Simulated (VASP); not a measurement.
# SiC (Moissanite) (P6_3mc) in VASP: further runs

The runs below take SiC (Moissanite) through single point, with PBE.

Program: VASP 6.6.1. These are calculated values, not measurements. Logs are shortened: lines on timing, memory, paths and dates and some standing lists are left out, and cuts for length are marked.

**1. The cell of the first run**

It takes space group P6_3mc (No. 186, hexagonal). Conventional cell: a = 3.076 Å, b = 3.076 Å, c = 5.048 Å, α = 90.00°, β = 90.00°, γ = 120.00°. Within 2.5 Å of Si (site symmetry 3m) lie 4 C at 1.87 to 1.94 Å. C (site symmetry 3m) has 4 Si at 1.87 to 1.94 Å within 2.5 Å.

**2. Single point, PBE**

INCAR

```
SYSTEM = SiC
ALGO = Normal
EDIFF = 1E-6
ENCUT = 520
GGA = PE
ISIF = 2
ISMEAR = 0
LASPH = .TRUE.
LCHARG = .FALSE.
LREAL = .FALSE.
LWAVE = .FALSE.
NBANDS = 16
NELM = 60
PREC = Accurate
SIGMA = 0.01
```

KPOINTS

```
k-points
0
G
  12 12 4
  0 0 0
```

POSCAR

```
SiC
1.0
    3.0760000000      0.0000000000      0.0000000000
   -1.5380000000      2.6638900000      0.0000000000
    0.0000000000      0.0000000000      5.0480000000
Si C
2 2
Direct
    0.3333333333      0.6666666667      0.0000000000
    0.6666666667      0.3333333333      0.5000000000
    0.3333333333      0.6666666667      0.3850000000
    0.6666666667      0.3333333333      0.8850000000
```

Potentials or basis: VASP PAW PBE potentials, release 64 (Si, C).

Run with:

```
$ cat potpaw_PBE.64/Si/POTCAR potpaw_PBE.64/C/POTCAR > POTCAR
$ mpirun -np 1 vasp_std > vasp.out
```

OUTCAR:

```text
SYSTEM = SiC
   EDIFF = 1E-6
   ENCUT = 520
   GGA = PE
   ISIF = 2
   ISMEAR = 0
   LASPH = .TRUE.
   LREAL = .FALSE.
   NELM = 60
   PREC = Accurate

 ion  position               nearest neighbor table
   1  0.333  0.667  0.000-   4 1.87   4 1.87   4 1.87   3 1.94   2 3.09   2 3.09   2 3.09   2 3.09
                             2 3.09   2 3.09
   2  0.667  0.333  0.500-   3 1.87   3 1.87   3 1.87   4 1.94   1 3.09   1 3.09   1 3.09   1 3.09
                             1 3.09   1 3.09
   3  0.333  0.667  0.385-   2 1.87   2 1.87   2 1.87   1 1.94
   4  0.667  0.333  0.885-   1 1.87   1 1.87   1 1.87   2 1.94

  LATTYP: Found a hexagonal cell.
 ALAT       =     3.0760000000
 C/A-ratio  =     1.6410923277

  Lattice vectors:

 A1 = (   3.0760000000,   0.0000000000,   0.0000000000)
 A2 = (  -1.5380000000,   2.6638900000,   0.0000000000)
 A3 = (   0.0000000000,   0.0000000000,   5.0480000000)

Analysis of symmetry for initial positions (statically):
=====================================================================
 Subroutine PRICEL returns:
 Original cell was already a primitive cell.

 Routine SETGRP: Setting up the symmetry group for a
 hexagonal supercell.

 Subroutine GETGRP returns: Found 12 space group operations
 (whereof  6 operations were pure point group operations)
 out of a pool of 24 trial point group operations.

The static configuration has the point symmetry C_3v.
 The point group associated with its full space group is C_6v.

Analysis of symmetry for dynamics (positions and initial velocities):
=====================================================================
 Subroutine PRICEL returns:
 Original cell was already a primitive cell.

 Routine SETGRP: Setting up the symmetry group for a
 hexagonal supercell.

 Subroutine GETGRP returns: Found 12 space group operations
 (whereof  6 operations were pure point group operations)
 out of a pool of 24 trial point group operations.

The dynamic configuration has the point symmetry C_3v.
 The point group associated with its full space group is C_6v.

 Subroutine INISYM returns: Found 12 space group operations
 (whereof  6 operations are pure point group operations),
 and found     1 'primitive' translations

[... 92 lines left out ...]
   ISPIN  =      1    spin polarized calculation?
   LNONCOLLINEAR =      F non collinear calculations
   LSORBIT =      F    spin-orbit coupling
   LASPH  =      T    aspherical Exc in radial PAW
   ENCUT  =  520.0 eV  38.22 Ry    6.18 a.u.   5.72  5.72  9.39*2*pi/ulx,y,z
   NELM   =     60;   NELMIN=  2; NELMDL= -5     # of ELM steps
   EDIFF  = 0.1E-05   stopping-criterion for ELM
   LREAL  =      F    real-space projection
   EDIFFG = 0.1E-04   stopping-criterion for IOM
   NSW    =      0    number of steps for IOM
   IBRION =     -1    ionic relax: 0-MD 1-quasi-New 2-CG
   NFREE  =      0    steps in history (QN), initial steepest desc. (CG)
   ISIF   =      2    stress and relaxation
   ISYM   =      2    0-nonsym 1-usesym 2-fastsym
   POTIM  = 0.5000    time-step for ionic-motion
   TEBEG  =    0.0;   TEEND  =   0.0 temperature during run
   PSTRESS=    0.0 pullay stress
   NELECT =      16.0000    total number of electrons
   NUPDOWN=      -1.0000    fix difference up-down
   EMIN   =  10.00;   EMAX   =-10.00  energy-range for DOS
   EFERMI =   0.00;   METHOD = LEGACY
   ISMEAR =     0;   SIGMA  =   0.01  broadening in eV -4-tet -1-fermi 0-gaus
   EFERMI_NEDOS =   21; number of points for ismear=-14 and -15
   IALGO  =     38    algorithm
   IMIX   =      4    mixing-type and parameters
     AMIX     =   0.40;   BMIX     =  1.00
     AMIX_MAG =   1.60;   BMIX_MAG =  1.00
  volume/ion in A,a.u.               =      10.34        69.78
  Fermi-wavevector in a.u.,A,eV,Ry     =   1.192818  2.254099 19.358569  1.422815
  Thomas-Fermi vector in A             =   2.328847
   LORBIT       =      0    0 simple, 1 ext, 2 COOP (PROOUT), +10 PAW based schemes
   GGA     = PE    functional components
   LHFCALC =     F    Hartree Fock is set to
   AEXX    =    0.0000 exact exchange contribution
   IVDW    =     0    specifies the selected vdW correction
   LEPSILON=     F    determine dielectric tensor
   LRPA    =     F    only Hartree local field effects (RPA)
 non-spin polarized calculation
 Gauss-broadening in eV      SIGMA  =   0.01
  energy-cutoff  :      520.00
  volume of cell :       41.36
 maximum number of plane-waves:      1132
 NGX is ok and might be reduce to    24
   NGX = 11   NGY = 11   NGZ = 19

 number of electron      16.0000000 magnetization

 Free energy of the ion-electron system (eV)
  ---------------------------------------------------
  ext. energy  EPLUGINS =         0.00000000
  ---------------------------------------------------
  free energy    TOTEN  =       -30.06792581 eV

  energy without entropy =      -30.06792581  energy(sigma->0) =      -30.06792581

 E-fermi :   8.4567     XC(G=0): -11.3487

 val. band max:        8.4092767380   @ k =   0.0000   0.0000   0.0000
 cond. band min:      10.7318943037   @ k =   0.3333   0.3333   0.0000
 fundamental gap:      2.3226175657
 Fermi energy:         8.4567031359

 k-point     1 :       0.0000    0.0000    0.0000
  band No.  band energies     occupation
      1      -7.3153      2.00000
      2      -3.8131      2.00000
      3      -0.2833      2.00000
      4       6.8531      2.00000
      5       6.8531      2.00000
      6       8.1337      2.00000
[... 433 lines left out ...]
      3       1.0989      2.00000
      4       2.9427      2.00000
      5       3.3826      2.00000
      6       5.4572      2.00000
[... 8 lines left out ...]
     15      19.7725      0.00000
     16      20.0520      0.00000

 [... further k-points ...]
[... 5 lines left out ...]
  --------------------------------------------------------------------------------------
  -------------------------------------------------------------------------------------
  Total        1.3580171      1.3580128      0.1042874      0.0000000      0.0000000      0.0000000
  in kB       52.6009810     52.6008174      4.0394336      0.0000000      0.0000000      0.0000000
  external PRESSURE =      36.4137440 kB  Pullay stress =       0.0000000 kB

 VOLUME and BASIS-vectors are now :
 -----------------------------------------------------------------------------
  energy-cutoff  :      520.00
  volume of cell :       41.36
      direct lattice vectors                 reciprocal lattice vectors
     3.076000000  0.000000000  0.000000000     0.325097529  0.187695438  0.000000000
    -1.538000000  2.663890000  0.000000000     0.000000000  0.375390876  0.000000000
     0.000000000  0.000000000  5.048000000     0.000000000  0.000000000  0.198098257

 POSITION                                       TOTAL-FORCE (eV/Angst)
 -----------------------------------------------------------------------------------
     -0.00000      1.77593      0.00000         0.000000      0.000000      0.751577
      1.53800      0.88796      2.52400        -0.000000     -0.000000      0.751577
     -0.00000      1.77593      1.94348        -0.000000     -0.000000     -0.751577
      1.53800      0.88796      4.46748         0.000000      0.000000     -0.751577
 -----------------------------------------------------------------------------------
    total drift:                                0.000000      0.000000     -0.000217

  FREE ENERGIE OF THE ION-ELECTRON SYSTEM (eV)
  ---------------------------------------------------
  free  energy   TOTEN  =       -30.0679258088 eV

  energy  without entropy=      -30.0679258088  energy(sigma->0) =      -30.06792581
```

OSZICAR:

```text
N       E                     dE             d eps       ncg     rms          rms(c)
DAV:   1     0.257319974619E+02    0.25732E+02   -0.71331E+03  1824   0.891E+02
DAV:   2    -0.312577914817E+02   -0.56990E+02   -0.52122E+02  2576   0.158E+02
DAV:   3    -0.337929842747E+02   -0.25352E+01   -0.25240E+01  2472   0.303E+01
DAV:   4    -0.338113375194E+02   -0.18353E-01   -0.18350E-01  2136   0.321E+00
DAV:   5    -0.338115135148E+02   -0.17600E-03   -0.17599E-03  2408   0.297E-01    0.125E+01
DAV:   6    -0.301570955453E+02    0.36544E+01   -0.65273E+00  2304   0.157E+01    0.564E+00
DAV:   7    -0.300857319913E+02    0.71364E-01   -0.11133E+00  2600   0.618E+00    0.249E+00
DAV:   8    -0.300691014832E+02    0.16631E-01   -0.46852E-02  2048   0.139E+00    0.629E-01
DAV:   9    -0.300675768875E+02    0.15246E-02   -0.75549E-03  2368   0.590E-01    0.123E-01
DAV:  10    -0.300678968497E+02   -0.31996E-03   -0.10191E-03  2120   0.185E-01    0.576E-02
DAV:  11    -0.300679249215E+02   -0.28072E-04   -0.92697E-05  2184   0.687E-02    0.136E-02
DAV:  12    -0.300679258088E+02   -0.88726E-06   -0.65660E-06  2280   0.164E-02
   1 F= -.30067926E+02 E0= -.30067926E+02  d E =-.166946E-14
```

stdout:

```text
POSCAR found type information on POSCAR SiC
 POSCAR found :  2 types and       4 ions
 scaLAPACK will be used
 LDA part: xc-table for (Slater+PW92), standard interpolation
 POSCAR, INCAR and KPOINTS ok, starting setup
 FFT: planning ... GRIDC
 FFT: planning ... GRID_SOFT
 FFT: planning ... GRID
 WAVECAR not read
 entering main loop
```

It took 10 s on 1 thread of Intel Xeon 6975P-C (Granite Rapids), shared host; peak memory 0.16 GiB.

Results:

```yaml
Free_energy: -30.0679 eV
Pressure: 3.6 GPa
Largest_force: 0.752 eV/Å
Band_gap_on_the_k_mesh: 2.32 eV, indirect (least direct gap 4.08 eV)
```

Forces on the atoms (eV/Å):
```
Si   0.000  0.000  0.752
Si   0.000  0.000  0.752
C    0.000  0.000 -0.752
C    0.000  0.000 -0.752
```

A k mesh can miss the band edges. Expect the measured gap to be larger: semilocal functionals such as PBE lack the derivative discontinuity.

**3. Single point, PBE**

INCAR

```
PREC = Accurate ; ENCUT = 520
EDIFF = 1E-7 ; ISMEAR = 0
SIGMA = 0.01 ; LREAL = False
LASPH = True ; NELM = 60
ALGO = Normal ; ISIF = 2
LWAVE = False ; LCHARG = False
GGA = PE ; NBANDS = 16
```

KPOINTS

```
Automatic mesh
0
Gamma
  12 12 4
```

POSCAR is that of step 2.

Potentials or basis: VASP PAW PBE potentials, release 64 (Si, C).

Run with:

```
$ cat potpaw_PBE.64/Si/POTCAR potpaw_PBE.64/C/POTCAR > POTCAR
$ mpirun -np 1 vasp_std > vasp.out
```

It took 11 s on 1 thread of Intel Xeon 6975P-C (Granite Rapids), shared host; peak memory 0.17 GiB.

The run converged. Its results:

* Free energy: -30.0679 eV
* Pressure: 3.6 GPa
* Largest force: 0.752 eV/Å
* Band gap on the k mesh: 2.32 eV, indirect (least direct gap 4.08 eV)

Forces on the atoms (eV/Å):
```
Si   0.000  0.000  0.752
Si   0.000  0.000  0.752
C    0.000  0.000 -0.752
C    0.000  0.000 -0.752
```

Stress tensor (GPa, compression positive):
```
5.26 0.00 0.00
0.00 5.26 0.00
0.00 0.00 0.40
```

Levels at points of the mesh, in eV from the valence-band top:
```tsv
k point	band 5	band 6	band 7	band 8	band 9	band 10	band 11	band 12
(0.00, 0.00, 0.00)	-1.56	-0.28	-0.28	0.00	4.63	6.03	6.51	6.51
(0.50, 0.00, 0.00)	-5.43	-3.54	-3.26	-1.49	2.59	4.20	6.74	7.20
(0.00, 0.00, 0.50)	-0.97	-0.97	-0.97	-0.97	5.71	5.71	7.17	7.17
(0.50, 0.00, 0.50)	-2.69	-2.69	-2.34	-2.34	3.17	3.17	5.00	5.00
```
